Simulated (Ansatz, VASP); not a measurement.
**One calculation of Au, two programs**

```
CELL_PARAMETERS angstrom
2.91713 0.00000 0.00000
-1.45857 2.52631 0.00000
0.00000 0.00000 7.33357
ATOMIC_POSITIONS crystal
Au 0.00000 0.00000 0.00000
Au 0.33333 0.66667 0.33333
Au 0.66667 0.33333 0.66667
```

Alike in both runs: task relaxation of cell and atoms; functional PBE; k mesh 18 × 18 × 7; occupations gaussian, width 0.1 eV; no spin polarisation.

|  | VASP | Ansatz |
| --- | --- | --- |
| version | VASP 6.6.1 | Ansatz 0.2.0 |
| potentials or method | VASP PAW PBE potentials, release 64 (Au), cutoff 600 eV | scalar-relativistic, plane waves, PAW |
| valence electrons in the cell | 33 | 57 |

|  | VASP | Ansatz | Ansatz less VASP |
| --- | --- | --- | --- |
| gap on the k mesh at the Fermi level, each at its own relaxed structure (eV) | none | none | - |
| relaxed volume (Å³/atom) | 17.95 | 17.98 | +0.024 |
| relaxed cell length with the largest relative difference (Å) | 7.143 | 7.149 | +0.0057 |

A gap of «none» marks a metal or a gap that the smearing closes. VASP's potentials hold 33 valence electrons a cell and Ansatz's 57, so a difference there can come from the potentials and not from the codes.

Spin-orbit coupling is off throughout.
